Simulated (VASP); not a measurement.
# K (I4_1/amd) in VASP: single point with PBEsol

Aim: the single point of K with PBEsol.

Everything below comes from runs of VASP 6.6.1. Logs are shortened: lines on timing, memory, paths and dates and some standing lists are left out, and cuts for length are marked.

### Step 1. The cell of the first run

Symmetry: I4_1/amd, No. 141, tetragonal system. Conventional cell: a = 4.416 Å, b = 4.416 Å, c = 16.092 Å, α = 90.00°, β = 90.00°, γ = 90.00°. K (site symmetry -4m2) has 8 K at 4.42 to 4.59 Å within 5.8 Å.

### Step 2. Single point, PBEsol

Contents of INCAR:

```
SYSTEM = K
PREC = Accurate ; ENCUT = 520
EDIFF = 1E-7 ; ISMEAR = 0
SIGMA = 0.05 ; LREAL = .FALSE.
LASPH = .TRUE. ; NELM = 80
ALGO = Normal ; ISIF = 2
LWAVE = .FALSE. ; LCHARG = .FALSE.
GGA = PS ; NBANDS = 16
```

Contents of KPOINTS:

```
Automatic mesh
0
G
  12 12 12
  0 0 0
```

Contents of POSCAR:

```
K
1.0
   -2.2081090500      2.2081090500      8.0458679500
    2.2081090500     -2.2081090500      8.0458679500
    2.2081090500      2.2081090500     -8.0458679500
K
2
Direct
    0.2500000000      0.7500000000      0.5000000000
    0.5000000000      0.5000000000      0.0000000000
```

Potentials or basis: VASP PAW PBE potentials, release 64 (K_sv).

Command:

```sh
cat potpaw_PBE.64/K_sv/POTCAR > POTCAR
mpirun -np 1 vasp_std > vasp.out
```

OUTCAR:

```text
SYSTEM = K
   PREC = Accurate
   ENCUT = 520
   EDIFF = 1E-7
   ISMEAR = 0
   LREAL = .FALSE.
   LASPH = .TRUE.
   NELM = 80
   ISIF = 2
   GGA = PS

 ion  position               nearest neighbor table
   1  0.250  0.750  0.500-
   2  0.500  0.500  0.000-

  LATTYP: Found a body centered tetragonal cell.
 ALAT       =     4.4162181000
 C/A-ratio  =     3.6437819726

  Lattice vectors:

 A1 = (  -2.2081090500,   2.2081090500,   8.0458679500)
 A2 = (   2.2081090500,  -2.2081090500,   8.0458679500)
 A3 = (   2.2081090500,   2.2081090500,  -8.0458679500)

Analysis of symmetry for initial positions (statically):
=====================================================================
 Subroutine PRICEL returns:
 Original cell was already a primitive cell.

 Routine SETGRP: Setting up the symmetry group for a
 body centered tetragonal supercell.

 Subroutine GETGRP returns: Found 16 space group operations
 (whereof  8 operations were pure point group operations)
 out of a pool of 16 trial point group operations.

The static configuration has the point symmetry D_2d.
 The point group associated with its full space group is D_4h.

Analysis of symmetry for dynamics (positions and initial velocities):
=====================================================================
 Subroutine PRICEL returns:
 Original cell was already a primitive cell.

 Routine SETGRP: Setting up the symmetry group for a
 body centered tetragonal supercell.

 Subroutine GETGRP returns: Found 16 space group operations
 (whereof  8 operations were pure point group operations)
 out of a pool of 16 trial point group operations.

The dynamic configuration has the point symmetry D_2d.
 The point group associated with its full space group is D_4h.

 Subroutine INISYM returns: Found 16 space group operations
 (whereof  8 operations are pure point group operations),
 and found     1 'primitive' translations

----------------------------------------------------------------------------------------

                                     Primitive cell

  volume of cell :     156.9184

  direct lattice vectors                    reciprocal lattice vectors
    -2.208109050  2.208109050  8.045867950     0.000000000  0.226438092  0.062143699
     2.208109050 -2.208109050  8.045867950     0.226438092  0.000000000  0.062143699
     2.208109050  2.208109050 -8.045867950     0.226438092  0.226438092  0.000000000

  length of vectors
     8.630613085  8.630613085  8.630613085     0.234810666  0.234810666  0.320231821

  position of ions in fractional coordinates (direct lattice)
     0.250000000  0.750000000  0.500000000
     0.500000000  0.500000000  0.000000000

  ion indices of the primitive-cell ions
   primitive index   ion index
                 1           1
                 2           2

----------------------------------------------------------------------------------------

 KPOINTS: Automatic mesh

Automatic generation of k-mesh.
 Grid dimensions read from file:
 generate k-points for:   12   12   12

 Generating k-lattice:

  Cartesian coordinates                     Fractional coordinates (reciprocal lattice)
     0.000000000  0.018869841  0.005178642     0.083333333  0.000000000 -0.000000000
     0.018869841  0.000000000  0.005178642     0.000000000  0.083333333 -0.000000000
     0.018869841  0.018869841  0.000000000     0.000000000  0.000000000  0.083333333

  Length of vectors
     0.019567555  0.019567555  0.026685985

  Shift w.r.t. Gamma in fractional coordinates (k-lattice)
     0.000000000  0.000000000  0.000000000

 Subroutine IBZKPT returns following result:
 ===========================================

 Found    163 irreducible k-points:

 Following reciprocal coordinates:
            Coordinates               Weight
  0.000000  0.000000  0.000000      1.000000
  0.083333 -0.000000  0.000000      8.000000
  0.166667 -0.000000  0.000000      8.000000
  0.250000 -0.000000  0.000000      8.000000
  0.333333 -0.000000  0.000000      8.000000
  0.416667 -0.000000  0.000000      8.000000
[... 16 lines left out ...]
  0.500000  0.166667  0.000000     16.000000
 -0.416667  0.166667 -0.000000     16.000000
 [... further k-points ...]
   k-points           NKPTS =    163   k-points in BZ     NKDIM =    163   number of bands    NBANDS=     16
   number of dos      NEDOS =    301   number of ions     NIONS =      2
   total plane-waves  NPLWV = 262144
   dimension x,y,z NGX =    64 NGY =   64 NGZ =   64
   dimension x,y,z NGXF=   128 NGYF=  128 NGZF=  128
   ions per type =               2
   NGX,Y,Z   is equivalent  to a cutoff of  12.33, 12.33, 12.33 a.u.
   NGXF,Y,Z  is equivalent  to a cutoff of  24.66, 24.66, 24.66 a.u.
 SYSTEM =  K
   PREC   = accura    normal or accurate (medium, high low for compatibility)
   ISTART =      0    job   : 0-new  1-cont  2-samecut
   ICHARG =      2    charge: 1-file 2-atom 10-const
   ISPIN  =      1    spin polarized calculation?
   LNONCOLLINEAR =      F non collinear calculations
   LSORBIT =      F    spin-orbit coupling
   LASPH  =      T    aspherical Exc in radial PAW
   ENCUT  =  520.0 eV  38.22 Ry    6.18 a.u.  16.05 16.05 16.05*2*pi/ulx,y,z
   NELM   =     80;   NELMIN=  2; NELMDL= -5     # of ELM steps
   EDIFF  = 0.1E-06   stopping-criterion for ELM
   LREAL  =      F    real-space projection
   EDIFFG = 0.1E-05   stopping-criterion for IOM
   NSW    =      0    number of steps for IOM
   IBRION =     -1    ionic relax: 0-MD 1-quasi-New 2-CG
   NFREE  =      0    steps in history (QN), initial steepest desc. (CG)
   ISIF   =      2    stress and relaxation
   ISYM   =      2    0-nonsym 1-usesym 2-fastsym
   POTIM  = 0.5000    time-step for ionic-motion
   TEBEG  =    0.0;   TEEND  =   0.0 temperature during run
   PSTRESS=    0.0 pullay stress
   NELECT =      18.0000    total number of electrons
   NUPDOWN=      -1.0000    fix difference up-down
   EMIN   =  10.00;   EMAX   =-10.00  energy-range for DOS
   EFERMI =   0.00;   METHOD = LEGACY
   ISMEAR =     0;   SIGMA  =   0.05  broadening in eV -4-tet -1-fermi 0-gaus
   EFERMI_NEDOS =   21; number of points for ismear=-14 and -15
   IALGO  =     38    algorithm
   IMIX   =      4    mixing-type and parameters
     AMIX     =   0.40;   BMIX     =  1.00
     AMIX_MAG =   1.60;   BMIX_MAG =  1.00
  volume/ion in A,a.u.               =      78.46       529.47
  Fermi-wavevector in a.u.,A,eV,Ry     =   0.795440  1.503165  8.608754  0.632726
  Thomas-Fermi vector in A             =   1.901769
   LORBIT       =      0    0 simple, 1 ext, 2 COOP (PROOUT), +10 PAW based schemes
   GGA     = PS    functional components
   LHFCALC =     F    Hartree Fock is set to
   AEXX    =    0.0000 exact exchange contribution
   IVDW    =     0    specifies the selected vdW correction
   LEPSILON=     F    determine dielectric tensor
   LRPA    =     F    only Hartree local field effects (RPA)
 non-spin polarized calculation
 Gauss-broadening in eV      SIGMA  =   0.05
  energy-cutoff  :      520.00
  volume of cell :      156.92
 maximum number of plane-waves:      4256
   NGX = 33   NGY = 33   NGZ = 33

 number of electron      18.0000000 magnetization

 Free energy of the ion-electron system (eV)
  ---------------------------------------------------
  ext. energy  EPLUGINS =         0.00000000
  ---------------------------------------------------
  free energy    TOTEN  =        -2.13406487 eV

  energy without entropy =       -2.13191481  energy(sigma->0) =       -2.13298984

 E-fermi :  -0.2746     XC(G=0):  -5.5337

 val. band max:       -0.2859941625   @ k =   0.5000  -0.0000   0.0000
 cond. band min:      -0.2662453016   @ k =  -0.1667   0.4167   0.0833
 fundamental gap:      0.0197488609
 Fermi energy:        -0.2745769309

 k-point     1 :       0.0000    0.0000    0.0000
  band No.  band energies     occupation
      1     -32.4094      2.00000
      2     -32.4058      2.00000
      3     -15.9834      2.00000
      4     -15.9199      2.00000
      5     -15.9199      2.00000
      6     -15.9164      2.00000
[... 8 lines left out ...]
     15       4.5644      0.00000
     16       4.5694      0.00000

 k-point     2 :       0.0833   -0.0000    0.0000
  band No.  band energies     occupation
      1     -32.4092      2.00000
      2     -32.4057      2.00000
      3     -15.9822      2.00000
      4     -15.9249      2.00000
      5     -15.9208      2.00000
      6     -15.9197      2.00000
[... 8 lines left out ...]
     15       4.3017      0.00000
     16       4.5430      0.00000

 k-point     3 :       0.1667   -0.0000    0.0000
  band No.  band energies     occupation
      1     -32.4085      2.00000
      2     -32.4053      2.00000
      3     -15.9788      2.00000
      4     -15.9375      2.00000
      5     -15.9326      2.00000
      6     -15.9190      2.00000
[... 8 lines left out ...]
     15       3.9563      0.00000
     16       4.5179      0.00000

 k-point     4 :       0.2500   -0.0000    0.0000
  band No.  band energies     occupation
      1     -32.4075      2.00000
      2     -32.4047      2.00000
      3     -15.9747      2.00000
      4     -15.9544      2.00000
      5     -15.9475      2.00000
      6     -15.9181      2.00000
[... 8 lines left out ...]
     15       3.8045      0.00000
     16       4.4998      0.00000

 k-point     5 :       0.3333   -0.0000    0.0000
  band No.  band energies     occupation
      1     -32.4065      2.00000
      2     -32.4042      2.00000
      3     -15.9753      2.00000
      4     -15.9710      2.00000
      5     -15.9570      2.00000
      6     -15.9207      2.00000
[... 8 lines left out ...]
     15       3.7146      0.00000
     16       4.4414      0.00000

 k-point     6 :       0.4167   -0.0000    0.0000
  band No.  band energies     occupation
      1     -32.4058      2.00000
      2     -32.4039      2.00000
      3     -15.9841      2.00000
      4     -15.9818      2.00000
      5     -15.9561      2.00000
      6     -15.9233      2.00000
[... 8 lines left out ...]
     15       3.6566      0.00000
     16       4.3443      0.00000

 k-point     7 :       0.5000   -0.0000    0.0000
  band No.  band energies     occupation
      1     -32.4055      2.00000
      2     -32.4037      2.00000
      3     -15.9885      2.00000
      4     -15.9856      2.00000
      5     -15.9547      2.00000
      6     -15.9245      2.00000
[... 8 lines left out ...]
     15       3.6547      0.00000
     16       4.3051      0.00000

 k-point     8 :       0.0833    0.0833    0.0000
  band No.  band energies     occupation
      1     -32.4089      2.00000
      2     -32.4056      2.00000
      3     -15.9804      2.00000
      4     -15.9256      2.00000
      5     -15.9243      2.00000
      6     -15.9204      2.00000
[... 8 lines left out ...]
     15       4.1048      0.00000
     16       4.3680      0.00000

 k-point     9 :       0.1667    0.0833    0.0000
  band No.  band energies     occupation
      1     -32.4082      2.00000
      2     -32.4052      2.00000
      3     -15.9766      2.00000
      4     -15.9378      2.00000
      5     -15.9317      2.00000
      6     -15.9245      2.00000
[... 8 lines left out ...]
     15       3.7984      0.00000
     16       4.2354      0.00000
[... 172 lines left out ...]
 k-point    19 :       0.1667    0.1667    0.0000
  band No.  band energies     occupation
      1     -32.4075      2.00000
      2     -32.4048      2.00000
      3     -15.9726      2.00000
      4     -15.9387      2.00000
      5     -15.9359      2.00000
      6     -15.9310      2.00000
[... 8 lines left out ...]
     15       3.4723      0.00000
     16       4.0082      0.00000

 k-point    20 :       0.2500    0.1667    0.0000
  band No.  band energies     occupation
      1     -32.4065      2.00000
      2     -32.4043      2.00000
      3     -15.9685      2.00000
      4     -15.9541      2.00000
      5     -15.9446      2.00000
      6     -15.9361      2.00000
[... 8 lines left out ...]
     15       3.4590      0.00000
     16       3.9181      0.00000

 k-point    21 :       0.3333    0.1667    0.0000
  band No.  band energies     occupation
      1     -32.4055      2.00000
      2     -32.4038      2.00000
      3     -15.9711      2.00000
      4     -15.9702      2.00000
      5     -15.9525      2.00000
      6     -15.9353      2.00000
[... 8 lines left out ...]
     15       3.6125      0.00000
     16       3.7294      0.00000

 k-point    22 :       0.4167    0.1667    0.0000
  band No.  band energies     occupation
      1     -32.4048      2.00000
      2     -32.4034      2.00000
      3     -15.9825      2.00000
      4     -15.9792      2.00000
      5     -15.9518      2.00000
      6     -15.9348      2.00000
[... 8 lines left out ...]
     15       3.3412      0.00000
     16       3.9127      0.00000

 k-point    23 :       0.5000    0.1667    0.0000
  band No.  band energies     occupation
      1     -32.4046      2.00000
      2     -32.4031      2.00000
      3     -15.9867      2.00000
      4     -15.9831      2.00000
      5     -15.9523      2.00000
      6     -15.9341      2.00000
[... 8 lines left out ...]
     15       3.4310      0.00000
     16       3.8961      0.00000

 k-point    24 :      -0.4167    0.1667   -0.0000
  band No.  band energies     occupation
      1     -32.4050      2.00000
      2     -32.4031      2.00000
      3     -15.9827      2.00000
      4     -15.9790      2.00000
      5     -15.9553      2.00000
      6     -15.9336      2.00000
[... 8 lines left out ...]
     15       3.4755      0.00000
     16       3.7349      0.00000

 [... further k-points ...]

------------------------ aborting loop because EDIFF is reached ----------------------------------------

  FORCE on cell =-STRESS in cart. coord.  units (eV):
  Direction    XX          YY          ZZ          XY          YZ          ZX
  --------------------------------------------------------------------------------------
  -------------------------------------------------------------------------------------
  Total       -0.1610749     -0.1610749     -0.2025272      0.0000000      0.0000000      0.0000000
  in kB       -1.6446161     -1.6446161     -2.0678545      0.0000000      0.0000000      0.0000000
  external PRESSURE =      -1.7856955 kB  Pullay stress =       0.0000000 kB

 VOLUME and BASIS-vectors are now :
 -----------------------------------------------------------------------------
  energy-cutoff  :      520.00
  volume of cell :      156.92
      direct lattice vectors                 reciprocal lattice vectors
    -2.208109050  2.208109050  8.045867950     0.000000000  0.226438092  0.062143699
     2.208109050 -2.208109050  8.045867950     0.226438092  0.000000000  0.062143699
     2.208109050  2.208109050 -8.045867950     0.226438092  0.226438092  0.000000000

 POSITION                                       TOTAL-FORCE (eV/Angst)
 -----------------------------------------------------------------------------------
      2.20811      0.00000      4.02293         0.000000      0.000000     -0.000000
      0.00000      0.00000      8.04587        -0.000000     -0.000000      0.000000
 -----------------------------------------------------------------------------------
    total drift:                                0.000000     -0.000000      0.000000

  FREE ENERGIE OF THE ION-ELECTRON SYSTEM (eV)
  ---------------------------------------------------
  free  energy   TOTEN  =        -2.1340648683 eV

  energy  without entropy=       -2.1319148112  energy(sigma->0) =       -2.13298984
```

It took 13 min on 1 thread of Intel Xeon Platinum 8259CL at 2.50GHz (Skylake/Cascade Lake), shared host; peak memory 0.76 GiB.

What came out:

```yaml
Free_energy: -2.1341 eV
Pressure: -0.2 GPa
Band_gap_on_the_k_mesh: zero (band 9 reaches 1.06 eV, above the bottom of band 10 at -1.71 eV)
```

Levels at points of the mesh, in eV from the Fermi level:
```csv
k point,band 7,band 8,band 9,band 10,band 11,band 12
"(0.00, 0.00, 0.00)",-15.64,-15.64,-2.08,0.21,0.40,3.13
"(0.50, 0.00, 0.00)",-15.64,-15.63,-0.01,0.17,0.97,1.20
"(0.50, 0.50, 0.00)",-15.66,-15.66,1.34,1.34,1.95,1.95
"(0.50, 0.50, 0.50)",-15.64,-15.64,-1.43,-1.43,2.38,2.38
```

Caveat: the PAW data sets were made with another functional, which shifts forces and pressure a little.
